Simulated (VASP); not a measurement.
# Li16NO7 (a cell with a defect) in VASP: a series of runs, part 2 of 2

VASP 6.6.1.

**4. Single point, PBEsol**

File INCAR:

```
SYSTEM = Li16NO7
PREC = Accurate ; ENCUT = 650
EDIFF = 1E-6 ; ISMEAR = -1
SIGMA = 0.05 ; LREAL = .FALSE.
LASPH = .TRUE. ; NELM = 120
ALGO = Normal ; ISIF = 2
LWAVE = .FALSE. ; LCHARG = .TRUE.
GGA = PS ; LELF = .TRUE.
LVHAR = .TRUE. ; NELECT = 96.0
NBANDS = 66 ; GGA_COMPAT = .FALSE.
```

File KPOINTS:

```
Automatic mesh
0
G
  2 2 2
  0 0 0
```

File POSCAR:

```
Li16NO7
1.0
    0.0000000000      4.5798870000      4.5798870000
    4.5798870000      0.0000000000      4.5798870000
    4.5798870000      4.5798870000      0.0000000000
Li O N
16 7 1
Direct
    0.8807210000      0.3707130000      0.3754200000
    0.3725620000      0.8690790000      0.8835160000
    0.3768120000      0.8725960000      0.3796330000
    0.8605320000      0.3896230000      0.8729700000
    0.3726980000      0.3613170000      0.8774030000
    0.8734490000      0.8747950000      0.3829930000
    0.1228240000      0.1269810000      0.1248250000
    0.6390650000      0.6248400000      0.6174520000
    0.3694880000      0.3807650000      0.3881360000
    0.8743400000      0.8837000000      0.8754650000
    0.1362580000      0.1216250000      0.6234230000
    0.6301700000      0.6128500000      0.1325580000
    0.1235730000      0.6277120000      0.1242220000
    0.6218370000      0.1336750000      0.6293620000
    0.6279150000      0.1150900000      0.1176850000
    0.1288690000      0.6278340000      0.6253240000
    0.9956430000      0.9981800000      0.9955400000
    0.9959150000      0.9961520000      0.5068940000
    0.4918140000      0.4983440000      0.0115600000
    0.0073560000      0.5098670000      0.9953580000
    0.4900360000      0.0034490000      0.5037540000
    0.4894160000      0.0013780000      0.0137450000
    0.0033500000      0.4980500000      0.4991620000
    0.4961560000      0.4991350000      0.5091030000
```

Potentials or basis: VASP PAW PBE potentials, release 64 (Li_sv, O, N).

Launch:

```bash
$ cat potpaw_PBE.64/Li_sv/POTCAR potpaw_PBE.64/O/POTCAR potpaw_PBE.64/N/POTCAR > POTCAR
$ mpirun -np 1 vasp_std > vasp.out
```

OUTCAR:

```text
SYSTEM = Li16NO7
   PREC = Accurate
   ENCUT = 650
   EDIFF = 1E-6
   ISMEAR = -1
   LREAL = .FALSE.
   LASPH = .TRUE.
   NELM = 120
   ISIF = 2
   GGA = PS
   NELECT = 96.0

 ion  position               nearest neighbor table
   1  0.881  0.371  0.375-  23 1.98  18 1.98  20 2.01  24 2.03  12 2.26   7 2.26  14 2.27   8 2.27
                            13 2.29  11 2.31
   2  0.373  0.869  0.884-  19 1.96  17 1.99  22 2.01  21 2.01  13 2.25  11 2.27   7 2.29  12 2.32
                             8 2.34  14 2.35
   3  0.377  0.873  0.380-  22 1.94  21 1.95  24 1.98  18 2.01  16 2.26  11 2.26  15 2.26   8 2.29
                            12 2.32   7 2.33
   4  0.861  0.390  0.873-  19 1.95  23 1.98  20 2.06  17 2.07   8 2.19  12 2.22  16 2.32  15 2.33
[... 770 lines left out ...]
  in kB       71.9575444     69.9244009     68.9378199      0.8555024      1.2643789      0.7493394
  external PRESSURE =      70.2732551 kB  Pullay stress =       0.0000000 kB

 VOLUME and BASIS-vectors are now :
 -----------------------------------------------------------------------------
  energy-cutoff  :      650.00
  volume of cell :      192.13
      direct lattice vectors                 reciprocal lattice vectors
     0.000000000  4.579887000  4.579887000    -0.109172999  0.109172999  0.109172999
     4.579887000  0.000000000  4.579887000     0.109172999 -0.109172999  0.109172999
     4.579887000  4.579887000  0.000000000     0.109172999  0.109172999 -0.109172999

 POSITION                                       TOTAL-FORCE (eV/Angst)
 -----------------------------------------------------------------------------------
      3.41720      5.75298      5.73143         0.344233     -0.189132     -0.220126
      8.02669      5.75270      5.68658        -0.131676      0.029094      0.135697
      5.73507      3.46443      5.72215        -0.183193      0.153472     -0.334750
      5.78253      7.93924      5.72557        -0.250885      0.314568     -0.004298
      5.67320      5.72532      3.36171         0.406336     -0.203337      0.703363
      5.76053      5.75436      8.00676         0.029051     -0.163309      0.027038
[... 16 lines left out ...]
      4.56712      2.30145      2.29636         0.353139     -0.053635     -0.025430
      4.61762      4.60397      4.55832        -0.347117      0.179920      0.438067
 -----------------------------------------------------------------------------------
    total drift:                               -0.001399     -0.001142     -0.000251

  FREE ENERGIE OF THE ION-ELECTRON SYSTEM (eV)
  ---------------------------------------------------
  free  energy   TOTEN  =      -112.4702395008 eV

  energy  without entropy=     -112.4702395008  energy(sigma->0) =     -112.47023950
```

OSZICAR:

```text
N       E                     dE             d eps       ncg     rms          rms(c)
DAV:   1     0.990681282684E+03    0.99068E+03   -0.48846E+04  1056   0.192E+03
DAV:   2     0.433384853816E+01   -0.98635E+03   -0.90484E+03  1160   0.518E+02
DAV:   3    -0.105264557587E+03   -0.10960E+03   -0.10862E+03  1436   0.148E+02
DAV:   4    -0.126451573129E+03   -0.21187E+02   -0.21037E+02  1840   0.485E+01
DAV:   5    -0.127684235778E+03   -0.12327E+01   -0.12319E+01  1552   0.132E+01    0.209E+01
DAV:   6    -0.112242624703E+03    0.15442E+02   -0.61863E+01  1360   0.262E+01    0.766E+00
DAV:   7    -0.112599459242E+03   -0.35683E+00   -0.88475E+00  1640   0.862E+00    0.516E+00
DAV:   8    -0.112491297621E+03    0.10816E+00   -0.10759E+00  1416   0.456E+00    0.139E+00
DAV:   9    -0.112465333656E+03    0.25964E-01   -0.20070E-01  1632   0.163E+00    0.513E-01
DAV:  10    -0.112468946692E+03   -0.36130E-02   -0.34677E-02  1664   0.661E-01    0.353E-01
DAV:  11    -0.112470255788E+03   -0.13091E-02   -0.42889E-03  1400   0.337E-01    0.648E-02
DAV:  12    -0.112470234683E+03    0.21105E-04   -0.90935E-04  1512   0.123E-01    0.225E-02
DAV:  13    -0.112470239913E+03   -0.52307E-05   -0.74957E-05  1720   0.348E-02    0.152E-02
DAV:  14    -0.112470239501E+03    0.41247E-06   -0.96645E-06  1312   0.197E-02
   1 F= -.11247024E+03 E0= -.11247024E+03  d E =-.671266E-11
```

Run time: 4 min. Hardware: 1 thread of Intel Xeon Platinum 8375C at 2.90GHz (Ice Lake), shared host; peak memory 0.45 GiB.

What came out:

- Free energy: -112.4702 eV
- Largest force: 0.952 eV/Å

Forces on the atoms (eV/Å):
```
Li   0.344 -0.189 -0.220
Li  -0.132  0.029  0.136
Li  -0.183  0.153 -0.335
Li  -0.251  0.315 -0.004
Li   0.406 -0.203  0.703
Li   0.029 -0.163  0.027
Li   0.072  0.006 -0.092
Li   0.016 -0.557 -0.772
Li  -0.340 -0.010  0.137
Li  -0.432 -0.104 -0.287
Li   0.155 -0.257 -0.147
Li   0.521  0.077 -0.082
Li  -0.183  0.179 -0.080
Li  -0.141 -0.165 -0.044
Li   0.816  0.085  0.067
Li  -0.020  0.235  0.101
O    0.527  0.347  0.319
O   -0.019 -0.235  0.252
O   -0.281  0.101  0.454
O   -0.082 -0.199 -0.894
O   -0.221  0.579  0.309
O   -0.609 -0.152  0.040
O    0.353 -0.054 -0.025
N   -0.347  0.180  0.438
```

Caveat: the k points lie up to 0.59 Å⁻¹ apart; the cell carries a net charge on a neutralising background, which shifts energy and pressure; the cell is charged against a uniform background, so pressure and absolute levels hang on convention; the PAW data sets were made with another functional, which shifts forces and pressure a little.
